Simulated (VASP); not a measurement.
# Be8Se7S (P1) in VASP: a series of runs

Be8Se7S is run at these levels: PBEsol; tasks: single point, relaxation of volume and atoms at fixed shape.

Program: VASP 6.6.1. These are calculated values, not measurements. Logs are shortened: lines on timing, memory, paths and dates and some standing lists are left out, and cuts for length are marked.

## Step 1: The cell of the first run

The typed cell holds 64 atoms: a = 10.185 Å, b = 10.185 Å, c = 10.185 Å, α = 90.00°, β = 90.00°, γ = 90.00°.

## Step 2: Single point, PBEsol

INCAR

```
  PREC = Accurate
  ENCUT = 500
  EDIFF = 1E-6
  ISMEAR = -1
  SIGMA = 0.05
  LREAL = Auto
  LASPH = T
  NELM = 120
  ALGO = Normal
  ISIF = 2
  LWAVE = F
  LCHARG = F
  GGA = PS
  ISYM = -1
  NBANDS = 166
  GGA_COMPAT = F
```

KPOINTS

```
explicit points
1
Reciprocal
  0.25000000   0.25000000   0.25000000 1
```

POSCAR

```
Be8Se7S
1.0
   10.1847514212      0.0000000000      0.0000000000
    0.0000000000     10.1847514212      0.0000000000
    0.0000000000      0.0000000000     10.1847514212
Be Se S
32 28 4
Direct
    0.9937090000      0.0056950000      0.9946710000
    0.9998190000      0.0006150000      0.5008820000
    0.9995520000      0.5003250000      0.9990500000
    0.9993580000      0.4991700000      0.5012580000
    0.5049780000      0.9959230000      0.9941480000
    0.5005510000      0.0009000000      0.5013470000
    0.5054670000      0.4944680000      0.9944030000
    0.4949600000      0.4955970000      0.5058140000
    0.2504710000      0.2493040000      0.9995310000
    0.2549270000      0.2551160000      0.5063930000
    0.2501710000      0.7493460000      0.9989790000
    0.2504980000      0.7498250000      0.5005350000
    0.7489310000      0.2497730000      0.9894300000
    0.7495100000      0.2492900000      0.5009980000
    0.7447970000      0.7549470000      0.9947720000
    0.7491470000      0.7492480000      0.5014800000
    0.2499260000      0.0006720000      0.2491040000
    0.2504590000      0.0008330000      0.7499550000
    0.2505520000      0.4998440000      0.2494010000
    0.2550760000      0.4949700000      0.7452090000
    0.7497050000      0.0006500000      0.2486160000
    0.7491650000      0.0009710000      0.7594310000
    0.7491400000      0.4999180000      0.2488630000
    0.7445210000      0.4948970000      0.7547400000
    0.9998060000      0.2501850000      0.2495210000
    0.9941140000      0.2442580000      0.7549500000
    0.9990680000      0.7507310000      0.2484320000
    0.9995630000      0.7488390000      0.7498900000
    0.5005380000      0.2492120000      0.2485740000
    0.5001920000      0.2592940000      0.7499910000
    0.4998010000      0.7485240000      0.2495360000
    0.5056200000      0.7551920000      0.7550750000
    0.1237380000      0.1254080000      0.1233350000
    0.1250800000      0.1268180000      0.6267930000
    0.1251890000      0.6252370000      0.1246240000
    0.1265510000      0.6237540000      0.6255390000
    0.6262790000      0.1254850000      0.1207040000
    0.6250090000      0.1267790000      0.6291920000
    0.6251330000      0.6252040000      0.1219590000
    0.6238250000      0.6239860000      0.6280720000
    0.3768420000      0.3751830000      0.1233330000
    0.3767530000      0.8754400000      0.1232180000
    0.3768220000      0.8754350000      0.6268580000
    0.8735320000      0.3738960000      0.1219840000
    0.8735390000      0.3737870000      0.6281860000
    0.8735400000      0.8768170000      0.1219470000
    0.8735710000      0.8766770000      0.6280000000
    0.3753320000      0.1267830000      0.3766160000
    0.3779510000      0.1268050000      0.8735780000
    0.3754680000      0.6238080000      0.3765800000
    0.3780880000      0.6239400000      0.8735990000
    0.8749150000      0.1254900000      0.3751650000
    0.8748460000      0.6251940000      0.3752070000
    0.8722770000      0.6252190000      0.8747960000
    0.1265170000      0.3751310000      0.3766320000
    0.1251040000      0.3737980000      0.8735120000
    0.1251640000      0.8755070000      0.3751540000
    0.1237630000      0.8767640000      0.8748780000
    0.6238310000      0.3751980000      0.3765250000
    0.6250930000      0.8753840000      0.3752040000
    0.3768820000      0.3753810000      0.6270600000
    0.8718890000      0.1255380000      0.8748060000
    0.6251360000      0.3739130000      0.8734530000
    0.6266670000      0.8771030000      0.8748930000
```

Potentials or basis: VASP PAW PBE potentials, release 64 (Be, Se, S).

On the command line:

```
cat potpaw_PBE.64/Be/POTCAR potpaw_PBE.64/Se/POTCAR potpaw_PBE.64/S/POTCAR > POTCAR
mpirun -np 1 vasp_std > vasp.out
```

OUTCAR:

```text
PREC = Accurate
   ENCUT = 500
   EDIFF = 1E-6
   ISMEAR = -1
   LREAL = Auto
   LASPH = T
   NELM = 120
   ISIF = 2
   GGA = PS
   ISYM = -1

 ion  position               nearest neighbor table
   1  0.994  0.006  0.995-  62 2.13  46 2.21  33 2.23  58 2.23
   2  1.000  0.001  0.501-  52 2.21  57 2.21  47 2.22  34 2.22
   3  1.000  0.500  0.999-  44 2.21  35 2.21  54 2.21  56 2.22
   4  0.999  0.499  0.501-  55 2.21  36 2.21  53 2.21  45 2.22
   5  0.505  0.996  0.994-  64 2.12  37 2.22  42 2.22  49 2.23
   6  0.501  0.001  0.501-  43 2.20  48 2.21  60 2.21  38 2.22
[... 56 lines left out ...]
  63  0.625  0.374  0.873-  24 2.11   7 2.12  30 2.14  13 2.14
  64  0.627  0.877  0.875-   5 2.12  15 2.12  22 2.13  32 2.13

IMPORTANT INFORMATION: All symmetrisations will be switched off!
NOSYMM: (Re-)initialisation of all symmetry stuff for point group C_1.

----------------------------------------------------------------------------------------

                                     Primitive cell

  volume of cell :    1056.4557

  direct lattice vectors                    reciprocal lattice vectors
    10.184751421  0.000000000  0.000000000     0.098186000  0.000000000  0.000000000
     0.000000000 10.184751421  0.000000000     0.000000000  0.098186000  0.000000000
     0.000000000  0.000000000 10.184751421     0.000000000  0.000000000  0.098186000

  length of vectors
    10.184751421 10.184751421 10.184751421     0.098186000  0.098186000  0.098186000

  position of ions in fractional coordinates (direct lattice)
     0.993709000  0.005695000  0.994671000
     0.999819000  0.000615000  0.500882000
     0.999552000  0.500325000  0.999050000
     0.999358000  0.499170000  0.501258000
     0.504978000  0.995923000  0.994148000
     0.500551000  0.000900000  0.501347000
[... 56 lines left out ...]
     0.625136000  0.373913000  0.873453000
     0.626667000  0.877103000  0.874893000

  ion indices of the primitive-cell ions
   primitive index   ion index
                 1           1
                 2           2
                 3           3
                 4           4
                 5           5
                 6           6
[... 56 lines left out ...]
                63          63
                64          64

----------------------------------------------------------------------------------------

 KPOINTS: explicit points

Read explicit list of k-points.

 Found      1 k-points:

 Following reciprocal coordinates:
            Coordinates               Weight
  0.250000  0.250000  0.250000      1.000000
   k-points           NKPTS =      1   k-points in BZ     NKDIM =      1   number of bands    NBANDS=    166
   number of dos      NEDOS =    301   number of ions     NIONS =     64
   total plane-waves  NPLWV = 512000
   dimension x,y,z NGX =    80 NGY =   80 NGZ =   80
   dimension x,y,z NGXF=   160 NGYF=  160 NGZF=  160
   ions per type =              32  28   4
   NGX,Y,Z   is equivalent  to a cutoff of  13.06, 13.06, 13.06 a.u.
   NGXF,Y,Z  is equivalent  to a cutoff of  26.12, 26.12, 26.12 a.u.
 SYSTEM =  unknown system
   PREC   = accura    normal or accurate (medium, high low for compatibility)
   ISTART =      0    job   : 0-new  1-cont  2-samecut
   ICHARG =      2    charge: 1-file 2-atom 10-const
   ISPIN  =      1    spin polarized calculation?
   LNONCOLLINEAR =      F non collinear calculations
   LSORBIT =      F    spin-orbit coupling
   LASPH  =      T    aspherical Exc in radial PAW
   ENCUT  =  500.0 eV  36.75 Ry    6.06 a.u.  18.57 18.57 18.57*2*pi/ulx,y,z
   NELM   =    120;   NELMIN=  2; NELMDL= -5     # of ELM steps
   EDIFF  = 0.1E-05   stopping-criterion for ELM
   LREAL  =      T    real-space projection
   EDIFFG = 0.1E-04   stopping-criterion for IOM
   NSW    =      0    number of steps for IOM
   IBRION =     -1    ionic relax: 0-MD 1-quasi-New 2-CG
   NFREE  =      0    steps in history (QN), initial steepest desc. (CG)
   ISIF   =      2    stress and relaxation
   ISYM   =     -1    0-nonsym 1-usesym 2-fastsym
[... 1 lines left out ...]
   TEBEG  =    0.0;   TEEND  =   0.0 temperature during run
   PSTRESS=    0.0 pullay stress
   NELECT =     256.0000    total number of electrons
   NUPDOWN=      -1.0000    fix difference up-down
   EMIN   =  10.00;   EMAX   =-10.00  energy-range for DOS
   EFERMI =   0.00;   METHOD = LEGACY
   ISMEAR =    -1;   SIGMA  =   0.05  broadening in eV -4-tet -1-fermi 0-gaus
   EFERMI_NEDOS =   21; number of points for ismear=-14 and -15
   IALGO  =     38    algorithm
   IMIX   =      4    mixing-type and parameters
     AMIX     =   0.40;   BMIX     =  1.00
     AMIX_MAG =   1.60;   BMIX_MAG =  1.00
  volume/ion in A,a.u.               =      16.51       111.40
  Fermi-wavevector in a.u.,A,eV,Ry     =   1.020636  1.928723 14.173171  1.041699
  Thomas-Fermi vector in A             =   2.154217
   LORBIT       =      0    0 simple, 1 ext, 2 COOP (PROOUT), +10 PAW based schemes
   GGA     = PS    functional components
   LHFCALC =     F    Hartree Fock is set to
   AEXX    =    0.0000 exact exchange contribution
   IVDW    =     0    specifies the selected vdW correction
   LEPSILON=     F    determine dielectric tensor
   LRPA    =     F    only Hartree local field effects (RPA)
 non-spin polarized calculation
  energy-cutoff  :      500.00
  volume of cell :     1056.46
 maximum number of plane-waves:     26850
 NGX is ok and might be reduce to    80
   NGX = 37   NGY = 37   NGZ = 37

 number of electron     255.9999999 magnetization

 Free energy of the ion-electron system (eV)
  ---------------------------------------------------
  ext. energy  EPLUGINS =         0.00000000
  ---------------------------------------------------
  free energy    TOTEN  =      -306.53108429 eV

  energy without entropy =     -306.53108429  energy(sigma->0) =     -306.53108429

 E-fermi :   4.5582     XC(G=0):  -9.6628

 val. band max:        3.2793078695   @ k =   0.2500   0.2500   0.2500
 cond. band min:       6.5195966248   @ k =   0.2500   0.2500   0.2500
 fundamental gap:      3.2402887553
 Fermi energy:         4.5582494245

 k-point     1 :       0.2500    0.2500    0.2500
  band No.  band energies     occupation
      1     -10.2514      2.00000
      2      -9.8723      2.00000
      3      -9.8536      2.00000
      4      -9.8342      2.00000
      5      -9.5385      2.00000
      6      -9.5169      2.00000
[... 132 lines left out ...]
    139       7.9978      0.00000
    140       8.0216      0.00000
 [bands above 140 left out]

------------------------ aborting loop because EDIFF is reached ----------------------------------------

  FORCE on cell =-STRESS in cart. coord.  units (eV):
  Direction    XX          YY          ZZ          XY          YZ          ZX
  --------------------------------------------------------------------------------------
  -------------------------------------------------------------------------------------
  Total        1.8636918      1.8347672      1.8412653     -4.0541992     -4.2325079     -4.3368716
  in kB        2.8263984      2.7825325      2.7923873     -6.1484319     -6.4188476     -6.5771212
  external PRESSURE =       2.8004394 kB  Pullay stress =       0.0000000 kB

 VOLUME and BASIS-vectors are now :
 -----------------------------------------------------------------------------
  energy-cutoff  :      500.00
  volume of cell :     1056.46
      direct lattice vectors                 reciprocal lattice vectors
    10.184751421  0.000000000  0.000000000     0.098186000  0.000000000  0.000000000
     0.000000000 10.184751421  0.000000000     0.000000000  0.098186000  0.000000000
     0.000000000  0.000000000 10.184751421     0.000000000  0.000000000  0.098186000

 POSITION                                       TOTAL-FORCE (eV/Angst)
 -----------------------------------------------------------------------------------
     10.12068      0.05800     10.13048        -0.008504      0.009569     -0.021316
     10.18291      0.00626      5.10136        -0.002508      0.002041     -0.004708
     10.18019      5.09569     10.17508        -0.000041      0.000815     -0.018983
     10.17821      5.08392      5.10519        -0.004453      0.001681     -0.004346
      5.14308     10.14323     10.12515         0.008109      0.003477     -0.025244
      5.09799      0.00917      5.10609        -0.000017      0.006839     -0.002653
[... 56 lines left out ...]
      6.36685      3.80821      8.89590        -0.001294     -0.008056      0.016456
      6.38245      8.93308      8.91057        -0.000290     -0.009616      0.021234
 -----------------------------------------------------------------------------------
    total drift:                               -0.003575     -0.006042      0.006738

  FREE ENERGIE OF THE ION-ELECTRON SYSTEM (eV)
  ---------------------------------------------------
  free  energy   TOTEN  =      -306.5310842899 eV

  energy  without entropy=     -306.5310842899  energy(sigma->0) =     -306.53108429
```

It took 4.5 min on 1 thread of Intel Xeon 6975P-C (Granite Rapids), shared host; peak memory 0.99 GiB.

Results:

| Quantity | Value |
| --- | --- |
| Free energy | -306.5311 eV |
| Pressure | 0.3 GPa |
| Largest force | 0.028 eV/Å |
| Band gap on the k mesh | 3.24 eV |

Forces on the atoms (eV/Å):
```
Be  -0.009  0.010 -0.021
Be  -0.003  0.002 -0.005
Be   0.000  0.001 -0.019
Be  -0.004  0.002 -0.004
Be   0.008  0.003 -0.025
Be   0.000  0.007 -0.003
Be   0.009 -0.002 -0.017
Be   0.000 -0.003  0.000
Be   0.003  0.004 -0.015
Be   0.008  0.007  0.001
Be   0.002  0.002 -0.017
Be   0.002  0.003 -0.004
Be  -0.003  0.002 -0.025
Be  -0.003  0.004 -0.003
Be  -0.003  0.015 -0.024
Be  -0.001  0.004 -0.003
Be   0.003  0.004 -0.010
Be   0.001  0.007 -0.009
Be   0.000  0.002 -0.006
Be   0.008 -0.005 -0.014
Be  -0.005  0.005 -0.008
Be  -0.003  0.007 -0.010
Be  -0.001  0.000 -0.008
Be  -0.006 -0.001 -0.003
Be  -0.002  0.006 -0.007
Be  -0.012 -0.005 -0.007
Be  -0.002  0.006 -0.007
Be   0.001  0.003 -0.012
Be   0.002  0.004 -0.007
Be   0.004  0.014 -0.013
Be   0.004  0.006 -0.009
Be   0.008  0.009 -0.007
Se   0.000 -0.008  0.012
Se   0.001 -0.001  0.007
Se   0.000  0.000  0.014
Se  -0.002  0.001  0.007
Se   0.005 -0.003  0.007
Se   0.004 -0.006  0.015
Se  -0.006 -0.006  0.013
Se  -0.001 -0.005  0.006
Se  -0.002 -0.003  0.009
Se  -0.005 -0.004  0.018
Se   0.001 -0.007  0.006
Se   0.001 -0.003  0.016
Se   0.004 -0.004  0.007
Se   0.003 -0.007  0.008
Se   0.000  0.000  0.009
Se  -0.005 -0.001  0.005
Se   0.001 -0.011  0.016
Se  -0.004 -0.001  0.005
Se  -0.007 -0.005  0.012
Se   0.005 -0.005  0.004
Se   0.004 -0.003  0.005
Se  -0.003 -0.003  0.015
Se   0.002 -0.004  0.002
Se   0.002  0.005  0.015
Se   0.000 -0.006  0.003
Se  -0.002 -0.004  0.016
Se  -0.001  0.000  0.002
Se   0.002 -0.007  0.003
S   -0.002 -0.004  0.008
S    0.001 -0.001  0.018
S   -0.001 -0.008  0.016
S    0.000 -0.010  0.021
```

Stress tensor (GPa, compression positive):
```
 0.28 -0.61 -0.66
-0.61  0.28 -0.64
-0.66 -0.64  0.28
```

Caveat: the PAW data sets were made with another functional, which shifts forces and pressure a little; a shifted mesh leaves out Γ, where band edges can lie.

(Part 1 of 2 ends here.)
